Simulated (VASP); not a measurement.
# Be3TeF4 (Pm-3m) in VASP: further runs

The runs below take Be3TeF4 through single point, relaxation of cell and atoms, with PBE.

Everything below comes from runs of VASP 6.6.1. Logs are shortened: lines on timing, memory, paths and dates and some standing lists are left out, and cuts for length are marked.

**1. The cell of the first run**

The structure is cubic, space group Pm-3m (No. 221). Conventional cell: a = 4.846 Å, b = 4.846 Å, c = 4.846 Å, α = 90.00°, β = 90.00°, γ = 90.00°. Within 3.2 Å of Be (site symmetry 4/mmm) lie 6 F at 2.42 Å. Within 3.2 Å of Te (site symmetry m-3m) lie 6 F at 2.42 Å. Within 3.2 Å of F (site symmetry m-3m) lie 6 Be at 2.42 Å. F (site symmetry 4/mmm) has 4 Be at 2.42 Å and 2 Te at 2.42 Å within 3.2 Å.

**2. Single point, PBE**

The input, INCAR:

```
PREC = Accurate
ENCUT = 520
EDIFF = 1E-7
ISMEAR = 0
SIGMA = 0.1
LREAL = False
LASPH = True
NELM = 100
ALGO = Normal
ISIF = 2
LWAVE = False
LCHARG = False
GGA = PE
NBANDS = 30
```

The input, KPOINTS:

```
regular mesh
0
Gamma
  8 8 8
```

The input, POSCAR:

```
Be3TeF4
1.0
    4.8463530461      0.0000000000      0.0000000000
    0.0000000000      4.8463530461      0.0000000000
    0.0000000000      0.0000000000      4.8463530461
Be Te F
3 1 4
Direct
    0.5000000000      0.0000000000      0.0000000000
    0.0000000000      0.5000000000      0.0000000000
    0.0000000000      0.0000000000      0.5000000000
    0.5000000000      0.5000000000      0.5000000000
    0.0000000000      0.0000000000      0.0000000000
    0.0000000000      0.5000000000      0.5000000000
    0.5000000000      0.0000000000      0.5000000000
    0.5000000000      0.5000000000      0.0000000000
```

Potentials or basis: VASP PAW PBE potentials, release 64 (Be, Te, F).

The run is started by

```
> cat potpaw_PBE.64/Be/POTCAR potpaw_PBE.64/Te/POTCAR potpaw_PBE.64/F/POTCAR > POTCAR
> mpirun -np 1 vasp_std > vasp.out
```

OUTCAR:

```text
PREC = Accurate
   ENCUT = 520
   EDIFF = 1E-7
   ISMEAR = 0
   LREAL = False
   LASPH = True
   NELM = 100
   ISIF = 2
   GGA = PE

 ion  position               nearest neighbor table
   1  0.500  0.000  0.000-
   2  0.000  0.500  0.000-
   3  0.000  0.000  0.500-
   4  0.500  0.500  0.500-   6 2.42   7 2.42   8 2.42   8 2.42   7 2.42   6 2.42
   5  0.000  0.000  0.000-
   6  0.000  0.500  0.500-   4 2.42   4 2.42
   7  0.500  0.000  0.500-   4 2.42   4 2.42
   8  0.500  0.500  0.000-   4 2.42   4 2.42

  LATTYP: Found a simple cubic cell.
 ALAT       =     4.8463530461

  Lattice vectors:

 A1 = (   4.8463530461,   0.0000000000,   0.0000000000)
 A2 = (   0.0000000000,   4.8463530461,   0.0000000000)
 A3 = (   0.0000000000,   0.0000000000,   4.8463530461)

Analysis of symmetry for initial positions (statically):
=====================================================================
 Subroutine PRICEL returns:
 Original cell was already a primitive cell.

 Routine SETGRP: Setting up the symmetry group for a
 simple cubic supercell.

 Subroutine GETGRP returns: Found 48 space group operations
 (whereof 48 operations were pure point group operations)
 out of a pool of 48 trial point group operations.

The static configuration has the point symmetry O_h .

Analysis of symmetry for dynamics (positions and initial velocities):
=====================================================================
 Subroutine PRICEL returns:
 Original cell was already a primitive cell.

 Routine SETGRP: Setting up the symmetry group for a
 simple cubic supercell.

 Subroutine GETGRP returns: Found 48 space group operations
 (whereof 48 operations were pure point group operations)
 out of a pool of 48 trial point group operations.

The dynamic configuration has the point symmetry O_h .

 Subroutine INISYM returns: Found 48 space group operations
 (whereof 48 operations are pure point group operations),
 and found     1 'primitive' translations

----------------------------------------------------------------------------------------

                                     Primitive cell

  volume of cell :     113.8270

  direct lattice vectors                    reciprocal lattice vectors
     4.846353046  0.000000000  0.000000000     0.206340725  0.000000000  0.000000000
     0.000000000  4.846353046  0.000000000     0.000000000  0.206340725  0.000000000
     0.000000000  0.000000000  4.846353046     0.000000000  0.000000000  0.206340725

  length of vectors
     4.846353046  4.846353046  4.846353046     0.206340725  0.206340725  0.206340725

  position of ions in fractional coordinates (direct lattice)
     0.500000000  0.000000000  0.000000000
     0.000000000  0.500000000  0.000000000
     0.000000000  0.000000000  0.500000000
     0.500000000  0.500000000  0.500000000
     0.000000000  0.000000000  0.000000000
     0.000000000  0.500000000  0.500000000
     0.500000000  0.000000000  0.500000000
     0.500000000  0.500000000  0.000000000

  ion indices of the primitive-cell ions
   primitive index   ion index
                 1           1
                 2           2
                 3           3
                 4           4
                 5           5
                 6           6
                 7           7
                 8           8

----------------------------------------------------------------------------------------

 KPOINTS: regular mesh

Automatic generation of k-mesh.
 Grid dimensions read from file:
 generate k-points for:    8    8    8

 Generating k-lattice:

  Cartesian coordinates                     Fractional coordinates (reciprocal lattice)
     0.025792591  0.000000000  0.000000000     0.125000000  0.000000000  0.000000000
     0.000000000  0.025792591  0.000000000     0.000000000  0.125000000  0.000000000
     0.000000000  0.000000000  0.025792591     0.000000000  0.000000000  0.125000000

  Length of vectors
     0.025792591  0.025792591  0.025792591

  Shift w.r.t. Gamma in fractional coordinates (k-lattice)
     0.000000000  0.000000000  0.000000000

 Subroutine IBZKPT returns following result:
 ===========================================

 Found     35 irreducible k-points:

 Following reciprocal coordinates:
            Coordinates               Weight
  0.000000  0.000000  0.000000      1.000000
  0.125000  0.000000  0.000000      6.000000
  0.250000  0.000000  0.000000      6.000000
  0.375000  0.000000  0.000000      6.000000
  0.500000  0.000000  0.000000      3.000000
  0.125000  0.125000  0.000000     12.000000
[... 16 lines left out ...]
  0.375000  0.375000  0.125000     24.000000
  0.500000  0.375000  0.125000     24.000000
 [... further k-points ...]
   k-points           NKPTS =     35   k-points in BZ     NKDIM =     35   number of bands    NBANDS=     30
   number of dos      NEDOS =    301   number of ions     NIONS =      8
   total plane-waves  NPLWV =  46656
   dimension x,y,z NGX =    36 NGY =   36 NGZ =   36
   dimension x,y,z NGXF=    72 NGYF=   72 NGZF=   72
   ions per type =               3   1   4
   NGX,Y,Z   is equivalent  to a cutoff of  12.35, 12.35, 12.35 a.u.
   NGXF,Y,Z  is equivalent  to a cutoff of  24.70, 24.70, 24.70 a.u.
 SYSTEM =  unknown system
   PREC   = accura    normal or accurate (medium, high low for compatibility)
   ISTART =      0    job   : 0-new  1-cont  2-samecut
   ICHARG =      2    charge: 1-file 2-atom 10-const
   ISPIN  =      1    spin polarized calculation?
   LNONCOLLINEAR =      F non collinear calculations
   LSORBIT =      F    spin-orbit coupling
   LASPH  =      T    aspherical Exc in radial PAW
   ENCUT  =  520.0 eV  38.22 Ry    6.18 a.u.   9.01  9.01  9.01*2*pi/ulx,y,z
   NELM   =    100;   NELMIN=  2; NELMDL= -5     # of ELM steps
   EDIFF  = 0.1E-06   stopping-criterion for ELM
   LREAL  =      F    real-space projection
   EDIFFG = 0.1E-05   stopping-criterion for IOM
   NSW    =      0    number of steps for IOM
   IBRION =     -1    ionic relax: 0-MD 1-quasi-New 2-CG
   NFREE  =      0    steps in history (QN), initial steepest desc. (CG)
   ISIF   =      2    stress and relaxation
   ISYM   =      2    0-nonsym 1-usesym 2-fastsym
   POTIM  = 0.5000    time-step for ionic-motion
   TEBEG  =    0.0;   TEEND  =   0.0 temperature during run
   PSTRESS=    0.0 pullay stress
   NELECT =      40.0000    total number of electrons
   NUPDOWN=      -1.0000    fix difference up-down
   EMIN   =  10.00;   EMAX   =-10.00  energy-range for DOS
   EFERMI =   0.00;   METHOD = LEGACY
   ISMEAR =     0;   SIGMA  =   0.10  broadening in eV -4-tet -1-fermi 0-gaus
   EFERMI_NEDOS =   21; number of points for ismear=-14 and -15
   IALGO  =     38    algorithm
   IMIX   =      4    mixing-type and parameters
     AMIX     =   0.40;   BMIX     =  1.00
     AMIX_MAG =   1.60;   BMIX_MAG =  1.00
  volume/ion in A,a.u.               =      14.23        96.02
  Fermi-wavevector in a.u.,A,eV,Ry     =   1.155260  2.183125 18.158688  1.334626
  Thomas-Fermi vector in A             =   2.291890
   LORBIT       =      0    0 simple, 1 ext, 2 COOP (PROOUT), +10 PAW based schemes
   GGA     = PE    functional components
   LHFCALC =     F    Hartree Fock is set to
   AEXX    =    0.0000 exact exchange contribution
   IVDW    =     0    specifies the selected vdW correction
   LEPSILON=     F    determine dielectric tensor
   LRPA    =     F    only Hartree local field effects (RPA)
 non-spin polarized calculation
 Gauss-broadening in eV      SIGMA  =   0.10
  energy-cutoff  :      520.00
  volume of cell :      113.83
 maximum number of plane-waves:      3112
   NGX = 19   NGY = 19   NGZ = 19

 number of electron      39.9999945 magnetization

 Free energy of the ion-electron system (eV)
  ---------------------------------------------------
  ext. energy  EPLUGINS =         0.00000000
  ---------------------------------------------------
  free energy    TOTEN  =       -23.35569914 eV

  energy without entropy =      -23.33850752  energy(sigma->0) =      -23.34710333

 E-fermi :   4.7278     XC(G=0):  -9.4097

 val. band max:        4.6913599802   @ k =   0.5000   0.2500   0.0000
 cond. band min:       4.7489956222   @ k =   0.2500   0.2500   0.0000
 fundamental gap:      0.0576356419
 Fermi energy:         4.7278104002

 k-point     1 :       0.0000    0.0000    0.0000
  band No.  band energies     occupation
      1     -20.5269      2.00000
      2     -20.2374      2.00000
      3     -20.2374      2.00000
      4     -19.7503      2.00000
      5      -6.4651      2.00000
      6      -3.8418      2.00000
[... 22 lines left out ...]
     29       9.4384      0.00000
     30      10.2677      0.00000

 k-point     2 :       0.1250    0.0000    0.0000
  band No.  band energies     occupation
      1     -20.5166      2.00000
      2     -20.2463      2.00000
      3     -20.2371      2.00000
      4     -19.7512      2.00000
      5      -6.6257      2.00000
      6      -3.8087      2.00000
[... 22 lines left out ...]
     29       9.2363      0.00000
     30      10.3516      0.00000

 k-point     3 :       0.2500    0.0000    0.0000
  band No.  band energies     occupation
      1     -20.4887      2.00000
      2     -20.2724      2.00000
      3     -20.2372      2.00000
      4     -19.7540      2.00000
      5      -6.9341      2.00000
      6      -3.7214      2.00000
[... 22 lines left out ...]
     29       9.0964      0.00000
     30       9.8136      0.00000

 k-point     4 :       0.3750    0.0000    0.0000
  band No.  band energies     occupation
      1     -20.4505      2.00000
      2     -20.3087      2.00000
      3     -20.2373      2.00000
      4     -19.7568      2.00000
      5      -7.1781      2.00000
      6      -3.6196      2.00000
[... 22 lines left out ...]
     29       9.1132      0.00000
     30       9.1132      0.00000

 k-point     5 :       0.5000    0.0000    0.0000
  band No.  band energies     occupation
      1     -20.4261      2.00000
      2     -20.3318      2.00000
      3     -20.2370      2.00000
      4     -19.7575      2.00000
      5      -7.2669      2.00000
      6      -3.5712      2.00000
[... 22 lines left out ...]
     29       9.1357      0.00000
     30       9.1357      0.00000
[... 526 lines left out ...]
     29       8.4778      0.00000
     30       9.1164      0.00000

 k-point    22 :       0.5000    0.2500    0.1250
  band No.  band energies     occupation
      1     -20.3924      2.00000
      2     -20.3290      2.00000
      3     -20.2688      2.00000
      4     -19.7613      2.00000
      5      -7.7009      2.00000
      6      -3.2909      2.00000
[... 22 lines left out ...]
     29       8.5707      0.00000
     30       9.1037      0.00000

 k-point    23 :       0.3750    0.3750    0.1250
  band No.  band energies     occupation
      1     -20.3851      2.00000
      2     -20.3139      2.00000
      3     -20.2896      2.00000
      4     -19.7624      2.00000
      5      -7.8179      2.00000
      6      -3.2479      2.00000
[... 22 lines left out ...]
     29       8.5277      0.00000
     30       9.0883      0.00000

 k-point    24 :       0.5000    0.3750    0.1250
  band No.  band energies     occupation
      1     -20.3634      2.00000
      2     -20.3275      2.00000
      3     -20.2965      2.00000
      4     -19.7632      2.00000
      5      -7.8911      2.00000
      6      -3.1985      2.00000
[... 22 lines left out ...]
     29       8.5236      0.00000
     30       8.8695      0.00000

 [... further k-points ...]
[... 5 lines left out ...]
  --------------------------------------------------------------------------------------
  -------------------------------------------------------------------------------------
  Total       -0.2764497     -0.2764497     -0.2764497      0.0000000      0.0000000     -0.0000000
  in kB       -3.8911818     -3.8911818     -3.8911818      0.0000000      0.0000000     -0.0000000
  external PRESSURE =      -3.8911818 kB  Pullay stress =       0.0000000 kB

 VOLUME and BASIS-vectors are now :
 -----------------------------------------------------------------------------
  energy-cutoff  :      520.00
  volume of cell :      113.83
      direct lattice vectors                 reciprocal lattice vectors
     4.846353046  0.000000000  0.000000000     0.206340725  0.000000000  0.000000000
     0.000000000  4.846353046  0.000000000     0.000000000  0.206340725  0.000000000
     0.000000000  0.000000000  4.846353046     0.000000000  0.000000000  0.206340725

 POSITION                                       TOTAL-FORCE (eV/Angst)
 -----------------------------------------------------------------------------------
      2.42318      0.00000      0.00000         0.000000      0.000000      0.000000
      0.00000      2.42318      0.00000         0.000000      0.000000      0.000000
      0.00000      0.00000      2.42318         0.000000      0.000000      0.000000
      2.42318      2.42318      2.42318         0.000000      0.000000      0.000000
      0.00000      0.00000      0.00000         0.000000      0.000000      0.000000
      0.00000      2.42318      2.42318         0.000000      0.000000      0.000000
      2.42318      0.00000      2.42318         0.000000      0.000000      0.000000
      2.42318      2.42318      0.00000         0.000000      0.000000      0.000000
 -----------------------------------------------------------------------------------
    total drift:                                0.000000      0.000000      0.000000

  FREE ENERGIE OF THE ION-ELECTRON SYSTEM (eV)
  ---------------------------------------------------
  free  energy   TOTEN  =       -23.3556991417 eV

  energy  without entropy=      -23.3385075211  energy(sigma->0) =      -23.34710333
```

Wall time 90 s (1 thread of AMD EPYC 9R45 (Zen 5), shared host); peak memory 0.24 GiB.

Results:

```
Free energy            : -23.3557 eV
Pressure               : -0.4 GPa
Band gap on the k mesh : zero (band 20 reaches 5.36 eV, above the bottom of band 21 at 4.45 eV)
```

Caveat: spin-orbit coupling is left out, which moves the levels of the heavy elements.

**3. Relaxation of cell and atoms, PBE**

The input, INCAR:

```
PREC = Accurate
ENCUT = 600
EDIFF = 1E-7
ISMEAR = 0
SIGMA = 0.1
LREAL = False
LASPH = True
NELM = 100
ALGO = Normal
ISIF = 3
LWAVE = False
LCHARG = False
GGA = PE
IBRION = 2
NSW = 100
EDIFFG = -0.01
```

The input, KPOINTS:

```
Automatic mesh
0
Gamma
  8 8 8
```

POSCAR is that of step 2.

Potentials or basis: VASP PAW PBE potentials, release 64 (Be, Te, F).

The run is started by

```
> cat potpaw_PBE.64/Be/POTCAR potpaw_PBE.64/Te/POTCAR potpaw_PBE.64/F/POTCAR > POTCAR
> mpirun -np 1 vasp_std > vasp.out
```

It took 2.1 min on 1 thread of AMD EPYC 9R45 (Zen 5), shared host; peak memory 0.29 GiB.

The run converged. Its results:

| Property | Result |
| --- | --- |
| Free energy | -23.3639 eV |
| Relaxed volume | 14.15 Å³/atom |
| Relaxed cell | a = 4.838 Å, b = 4.838 Å, c = 4.838 Å, α = 90.00°, β = 90.00°, γ = 90.00° |
| Space group after relaxing (to 0.05 Å) | Pm-3m (No. 221) |
| Energy gained by relaxing | 0.1 meV/atom |
| Ionic steps | 2 |
| Pressure after relaxing | -0.1 GPa |
| Band gap on the k mesh | zero (band 20 reaches 5.43 eV, above the bottom of band 21 at 4.50 eV) |

The path:
| step | energy change (eV) | largest force (eV/Å) | pressure (GPa) | volume (Å³) |
| --- | --- | --- | --- | --- |
| 1 | 0.0000 | 0.0000 | -0.42 | 113.83 |
| 2 | -0.0010 | 0.0000 | -0.09 | 113.21 |

Final structure:
```cif
data_structure
_symmetry_space_group_name_H-M 'P 1'
_symmetry_Int_Tables_number 1
_cell_length_a 4.8375
_cell_length_b 4.8375
_cell_length_c 4.8375
_cell_angle_alpha 90.000
_cell_angle_beta 90.000
_cell_angle_gamma 90.000
_cell_volume 113.21
loop_
_atom_site_label
_atom_site_type_symbol
_atom_site_fract_x
_atom_site_fract_y
_atom_site_fract_z
_atom_site_occupancy
Be1 Be 0.50000 0.00000 0.00000 1
Be2 Be 0.00000 0.50000 0.00000 1
Be3 Be 0.00000 0.00000 0.50000 1
Te1 Te 0.50000 0.50000 0.50000 1
F1 F 0.00000 0.00000 0.00000 1
F2 F 0.00000 0.50000 0.50000 1
F3 F 0.50000 0.00000 0.50000 1
F4 F 0.50000 0.50000 0.00000 1
```

Levels at points of the mesh, in eV from the Fermi level:
```
           k point  band 16  band 17  band 18  band 19  band 20  band 21  band 22  band 23  band 24  band 25
(0.00, 0.00, 0.00)    -6.06    -6.06    -3.05    -0.15    -0.15     0.83     0.83     0.83     3.69     3.69
(0.50, 0.00, 0.00)    -6.21    -5.70    -2.32    -0.60     0.31     0.72     0.72     0.89     2.65     2.65
(0.50, 0.50, 0.00)    -6.04    -4.82    -2.03    -2.03    -0.38     0.61     1.20     1.20     1.25     2.61
(0.50, 0.50, 0.50)    -5.96    -4.02    -2.50    -2.50    -2.50    -0.15     1.15     1.15     1.15     2.81
```

Caveat: spin-orbit coupling is left out, which moves the levels of the heavy elements.

[end of part 1 of 2]
